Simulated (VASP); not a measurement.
# BAs (Pmmm) in VASP: further runs

The runs below take BAs through single point, with BLYP+D3(BJ), B3LYP, PBEsol-based global hybrid with 25 % exact exchange, PBE0, PBEsol-based screened hybrid with 25 % exact exchange.

Everything below comes from runs of VASP 6.6.1. Logs are shortened: lines on timing, memory, paths and dates and some standing lists are left out, and cuts for length are marked.

### 1 The cell of the first run

It takes space group Pmmm (No. 47, orthorhombic). The conventional cell has a = 2.501 Å, b = 2.627 Å, c = 4.748 Å, α = 90.00°, β = 90.00°, γ = 90.00°. Within 3.3 Å of B (site symmetry mmm) lie 4 B at 2.50 to 2.63 Å and 4 As at 2.71 Å. As (site symmetry mmm) has 4 As at 2.50 to 2.63 Å and 4 B at 2.71 Å within 3.3 Å.

### 2 Single point, BLYP+D3(BJ)

Input file INCAR:

```
SYSTEM = BAs
AGGAC = 1.0 ; AGGAX = 1.0
ALDAC = 0.0 ; ALDAX = 1.0
ALGO = Normal ; EDIFF = 1E-6
ENCUT = 560 ; GGA = B5
GGA_COMPAT = .FALSE. ; ISIF = 2
ISMEAR = -1 ; IVDW = 12
LASPH = .TRUE. ; LCHARG = .FALSE.
LREAL = .FALSE. ; LWAVE = .FALSE.
NBANDS = 16 ; NELM = 120
PREC = Accurate ; SIGMA = 0.05
VDW_A1 = 0.4298 ; VDW_A2 = 4.2359
VDW_S6 = 1.0 ; VDW_S8 = 2.6996
```

Input file KPOINTS:

```
k-points
0
G
  12 8 6
  0 0 0
```

Input file POSCAR:

```
BAs
1.0
    2.6267112640      0.0000000000      0.0000000000
    0.0000000000      2.5011270945      0.0000000000
    0.0000000000      0.0000000000      4.7482334036
B As
1 1
Direct
    0.0000000000      0.5000000000      0.0000000000
    0.5000000000      0.5000000000      0.5000000000
```

Potentials or basis: VASP PAW PBE potentials, release 64 (B, As_d).

Command:

```sh
$ cat potpaw_PBE.64/B/POTCAR potpaw_PBE.64/As_d/POTCAR > POTCAR
$ mpirun -np 1 vasp_std > vasp.out
```

OUTCAR:

```text
SYSTEM = BAs
   EDIFF = 1E-6
   ENCUT = 560
   GGA = B5
   ISIF = 2
   ISMEAR = -1
   IVDW = 12
   LASPH = .TRUE.
   LREAL = .FALSE.
   NELM = 120
   PREC = Accurate
 IVDW          = 12

 ion  position               nearest neighbor table
   1  0.000  0.500  0.000-
   2  0.500  0.500  0.500-

  LATTYP: Found a simple orthorhombic cell.
 ALAT       =     2.5011270945
 B/A-ratio  =     1.0502110308
 C/A-ratio  =     1.8984374741

  Lattice vectors:

 A1 = (   0.0000000000,  -2.5011270945,   0.0000000000)
 A2 = (   2.6267112640,   0.0000000000,   0.0000000000)
 A3 = (   0.0000000000,   0.0000000000,   4.7482334036)

Analysis of symmetry for initial positions (statically):
=====================================================================
 Subroutine PRICEL returns:
 Original cell was already a primitive cell.

 Routine SETGRP: Setting up the symmetry group for a
 simple orthorhombic supercell.

 Subroutine GETGRP returns: Found  8 space group operations
 (whereof  8 operations were pure point group operations)
 out of a pool of  8 trial point group operations.

The static configuration has the point symmetry D_2h.

Analysis of symmetry for dynamics (positions and initial velocities):
=====================================================================
 Subroutine PRICEL returns:
 Original cell was already a primitive cell.

 Routine SETGRP: Setting up the symmetry group for a
 simple orthorhombic supercell.

 Subroutine GETGRP returns: Found  8 space group operations
 (whereof  8 operations were pure point group operations)
 out of a pool of  8 trial point group operations.

The dynamic configuration has the point symmetry D_2h.

 Subroutine INISYM returns: Found  8 space group operations
 (whereof  8 operations are pure point group operations),
 and found     1 'primitive' translations

----------------------------------------------------------------------------------------

                                     Primitive cell

  volume of cell :      31.1947

  direct lattice vectors                    reciprocal lattice vectors
     2.626711264  0.000000000  0.000000000     0.380704196  0.000000000  0.000000000
     0.000000000  2.501127095  0.000000000     0.000000000  0.399819746  0.000000000
[... 73 lines left out ...]
   NGX,Y,Z   is equivalent  to a cutoff of  12.66, 13.29, 14.00 a.u.
   NGXF,Y,Z  is equivalent  to a cutoff of  25.32, 26.59, 28.01 a.u.
 SYSTEM =  BAs
   PREC   = accura    normal or accurate (medium, high low for compatibility)
   ISTART =      0    job   : 0-new  1-cont  2-samecut
   ICHARG =      2    charge: 1-file 2-atom 10-const
   ISPIN  =      1    spin polarized calculation?
   LNONCOLLINEAR =      F non collinear calculations
   LSORBIT =      F    spin-orbit coupling
   LASPH  =      T    aspherical Exc in radial PAW
   ENCUT  =  560.0 eV  41.16 Ry    6.42 a.u.   5.07  4.83  9.16*2*pi/ulx,y,z
   NELM   =    120;   NELMIN=  2; NELMDL= -5     # of ELM steps
   EDIFF  = 0.1E-05   stopping-criterion for ELM
   LREAL  =      F    real-space projection
[... 7 lines left out ...]
   TEBEG  =    0.0;   TEEND  =   0.0 temperature during run
   PSTRESS=    0.0 pullay stress
   NELECT =      18.0000    total number of electrons
   NUPDOWN=      -1.0000    fix difference up-down
   EMIN   =  10.00;   EMAX   =-10.00  energy-range for DOS
   EFERMI =   0.00;   METHOD = LEGACY
   ISMEAR =    -1;   SIGMA  =   0.05  broadening in eV -4-tet -1-fermi 0-gaus
   EFERMI_NEDOS =   21; number of points for ismear=-14 and -15
   IALGO  =     38    algorithm
   IMIX   =      4    mixing-type and parameters
     AMIX     =   0.40;   BMIX     =  1.00
     AMIX_MAG =   1.60;   BMIX_MAG =  1.00
  volume/ion in A,a.u.               =      15.60       105.26
  Fermi-wavevector in a.u.,A,eV,Ry     =   1.362926  2.575557 25.273738  1.857567
  Thomas-Fermi vector in A             =   2.489373
   LORBIT       =      0    0 simple, 1 ext, 2 COOP (PROOUT), +10 PAW based schemes
   GGA     = B5    functional components
   LHFCALC =     F    Hartree Fock is set to
   AEXX    =    0.0000 exact exchange contribution
   IVDW    =    12    specifies the selected vdW correction
   LEPSILON=     F    determine dielectric tensor
   LRPA    =     F    only Hartree local field effects (RPA)
 non-spin polarized calculation
  energy-cutoff  :      560.00
  volume of cell :       31.19
 maximum number of plane-waves:       956
   NGX = 11   NGY =  9   NGZ = 19

 number of electron      18.0000000 magnetization

 Free energy of the ion-electron system (eV)
  ---------------------------------------------------
  ext. energy  EPLUGINS =         0.00000000
  ---------------------------------------------------
  free energy    TOTEN  =        -6.68959724 eV

  energy without entropy =       -6.68251505  energy(sigma->0) =       -6.68605614

 E-fermi :   4.2775     XC(G=0): -10.2420

 val. band max:        4.2686628352   @ k =   0.4167   0.5000   0.5000
 cond. band min:       4.2801856881   @ k =   0.3333   0.0000   0.1667
 fundamental gap:      0.0115228529
 Fermi energy:         4.2775424026

 k-point     1 :       0.0000    0.0000    0.0000
  band No.  band energies     occupation
      1     -32.0309      2.00000
      2     -31.9326      2.00000
      3     -31.8754      2.00000
      4     -31.8439      2.00000
      5     -31.8403      2.00000
      6     -10.7730      2.00000
[... 433 lines left out ...]
      3     -31.8957      2.00000
      4     -31.8806      2.00000
      5     -31.8255      2.00000
      6      -7.1942      2.00000
[... 8 lines left out ...]
     15      16.3960      0.00000
     16      19.5939      0.00000

 [... further k-points ...]

------------------------ aborting loop because EDIFF is reached ----------------------------------------

 Edisp (eV)   -1.64928

 E8    (eV) :    -1.1450

  FORCE on cell =-STRESS in cart. coord.  units (eV):
  Direction    XX          YY          ZZ          XY          YZ          ZX
  --------------------------------------------------------------------------------------
  -------------------------------------------------------------------------------------
  Total       0.05675     0.05704     0.02201    -0.00000     0.00000     0.00000
  in kB       2.91464     2.92978     1.13048    -0.00000     0.00000     0.00000
  external pressure =        2.32 kB  Pullay stress =        0.00 kB

 VOLUME and BASIS-vectors are now :
 -----------------------------------------------------------------------------
  energy-cutoff  :      560.00
  volume of cell :       31.19
      direct lattice vectors                 reciprocal lattice vectors
     2.626711264  0.000000000  0.000000000     0.380704196  0.000000000  0.000000000
     0.000000000  2.501127095  0.000000000     0.000000000  0.399819746  0.000000000
     0.000000000  0.000000000  4.748233404     0.000000000  0.000000000  0.210604643

 POSITION                                       TOTAL-FORCE (eV/Angst)
 -----------------------------------------------------------------------------------
      0.00000      1.25056      0.00000         0.000000      0.000000      0.000000
      1.31336      1.25056      2.37412         0.000000      0.000000      0.000000
 -----------------------------------------------------------------------------------
    total drift:                               -0.000000      0.000000      0.000000

  FREE ENERGIE OF THE ION-ELECTRON SYSTEM (eV)
  ---------------------------------------------------
  free  energy   TOTEN  =        -8.3388776236 eV

  energy  without entropy=       -8.3317954309  energy(sigma->0) =       -8.33533653
```

OSZICAR:

```text
N       E                     dE             d eps       ncg     rms          rms(c)
DAV:   1     0.938586810580E+02    0.93859E+02   -0.85117E+03  5192   0.502E+03
DAV:   2     0.317317953856E+01   -0.90686E+02   -0.86689E+02  5216   0.640E+02
DAV:   3    -0.646273875497E+01   -0.96359E+01   -0.95150E+01  4928   0.899E+01
DAV:   4    -0.673452404066E+01   -0.27179E+00   -0.27173E+00  5824   0.162E+01
DAV:   5    -0.673841635482E+01   -0.38923E-02   -0.38923E-02  5192   0.229E+00    0.277E+00
DAV:   6    -0.667952227770E+01    0.58894E-01   -0.28770E-01  6536   0.304E+00    0.167E+00
DAV:   7    -0.668520081330E+01   -0.56785E-02   -0.15048E-02  5384   0.120E+00    0.953E-01
DAV:   8    -0.668949185441E+01   -0.42910E-02   -0.51104E-03  5936   0.842E-01    0.547E-02
DAV:   9    -0.668956582804E+01   -0.73974E-04   -0.25631E-04  5872   0.237E-01    0.324E-02
DAV:  10    -0.668959693287E+01   -0.31105E-04   -0.57948E-05  5680   0.873E-02    0.559E-03
DAV:  11    -0.668959724029E+01   -0.30742E-06   -0.54106E-06  5904   0.467E-02
   1 F= -.83388776E+01 E0= -.83353365E+01  d E =-.708219E-02
```

Wall time 32 s (1 thread of AMD EPYC 9R45 (Zen 5), shared host); peak memory 0.18 GiB.

What came out:

```
Free energy                : -8.3389 eV
Pressure                   : 0.2 GPa
Band gap on the k mesh     : zero (bands 9 and 10 overlap by 5.83 eV)
Dispersion energy per atom : -0.825 eV
```

Levels at points of the mesh, in eV from the Fermi level:
```tsv
k point	band 7	band 8	band 9	band 10	band 11	band 12
(0.00, 0.00, 0.00)	-7.08	-5.91	4.00	5.80	6.04	6.80
(0.50, 0.00, 0.00)	-7.79	-2.93	-2.00	-1.34	-0.39	7.58
(0.00, 0.50, 0.00)	-7.01	-2.96	-2.77	-1.69	4.83	6.13
(0.50, 0.50, 0.00)	-4.28	-4.04	-0.82	0.78	0.87	2.02
(0.00, 0.00, 0.50)	-9.53	0.14	0.44	5.09	5.22	6.54
(0.50, 0.00, 0.50)	-7.12	-5.21	-4.61	3.01	3.17	7.61
(0.00, 0.50, 0.50)	-6.68	-5.72	-2.92	3.04	3.69	6.66
(0.50, 0.50, 0.50)	-3.97	-3.88	-1.68	-1.23	-0.54	3.69
```

Caveat: the PAW data sets were made with another functional, which shifts forces and pressure a little.

### 3 Single point, B3LYP

This run uses another cell than the first one, of 14.60 Å³/atom.

Input file POSCAR:

```
BAs
1.0
    2.4896723547      0.0000000000      0.0000000000
    0.0000000000      2.5654579415      0.0000000000
    0.0000000000      0.0000000000      4.5716462884
B As
1 1
Direct
    0.0000000000      0.5000000000      0.0000000000
    0.5000000000      0.5000000000      0.5000000000
```

Input file INCAR.step1:

```
SYSTEM = BAs
PREC = Accurate ; ENCUT = 420
EDIFF = 1E-5 ; ISMEAR = -1
SIGMA = 0.05 ; LREAL = .False.
LASPH = .True. ; NELM = 120
ALGO = Normal ; ISIF = 2
LWAVE = .True. ; GGA = PE
NBANDS = 16 ; GGA_COMPAT = .False.
```

Input file INCAR.step2:

```
SYSTEM = BAs
PREC = Accurate ; ENCUT = 420
EDIFF = 1E-6 ; ISMEAR = -1
SIGMA = 0.05 ; LREAL = .False.
LASPH = .True. ; NELM = 120
ALGO = Normal ; ISIF = 2
LWAVE = .False. ; LCHARG = .True.
GGA = B3 ; LHFCALC = .True.
AEXX = 0.2 ; AGGAX = 0.72
AGGAC = 0.81 ; ALDAC = 0.19
PRECFOCK = Normal ; LELF = .True.
LVHAR = .True. ; ISTART = 1
NBANDS = 16 ; GGA_COMPAT = .False.
```

Input file KPOINTS:

```
Automatic mesh
0
Gamma
  6 4 3
  0 0 0
```

Potentials or basis: VASP PAW PBE potentials, release 64 (B, As_d).

Command:

```sh
$ cat potpaw_PBE.64/B/POTCAR potpaw_PBE.64/As_d/POTCAR > POTCAR
$ cp INCAR.step1 INCAR
$ mpirun -np 1 vasp_std > vasp.out
$ cp INCAR.step2 INCAR
$ mpirun -np 1 vasp_std > vasp.out
```

Wall time 4.6 min (1 thread of Intel Xeon 6975P-C (Granite Rapids), shared host); peak memory 0.13 GiB.

Results (log left out):

```yaml
Free_energy: -8.6438 eV
Pressure: 0.2 GPa
Band_gap_on_the_k_mesh: zero (bands 9 and 10 overlap by 7.52 eV)
```

Stress tensor (GPa, compression positive):
```
 0.11  0.00  0.00
 0.00  0.45  0.00
 0.00  0.00 -0.01
```

Levels at points of the mesh, in eV from the Fermi level:
```csv
k point,band 5,band 6,band 7,band 8,band 9,band 10,band 11,band 12,band 13,band 14
"(0.00, 0.00, 0.00)",-39.55,-17.18,-8.11,-7.27,5.60,6.59,8.62,8.94,10.06,10.95
"(0.50, 0.00, 0.00)",-39.55,-11.97,-9.22,-2.74,-2.15,-1.14,-0.30,8.80,10.39,15.89
"(0.00, 0.50, 0.00)",-39.55,-13.08,-8.37,-4.20,-3.83,-1.92,5.35,8.45,10.46,12.29
"(0.50, 0.50, 0.00)",-39.49,-7.34,-5.95,-4.09,-0.81,1.24,1.73,2.62,2.65,6.09
```

Caveat: the k points lie up to 0.61 Å⁻¹ apart, too coarse for converged energies and pressures of a metal; the PAW data sets were made with another functional, which shifts forces and pressure a little.

[end of part 1 of 2]

The gap in the log of VASP goes by the Fermi energy; the results here count the filled bands.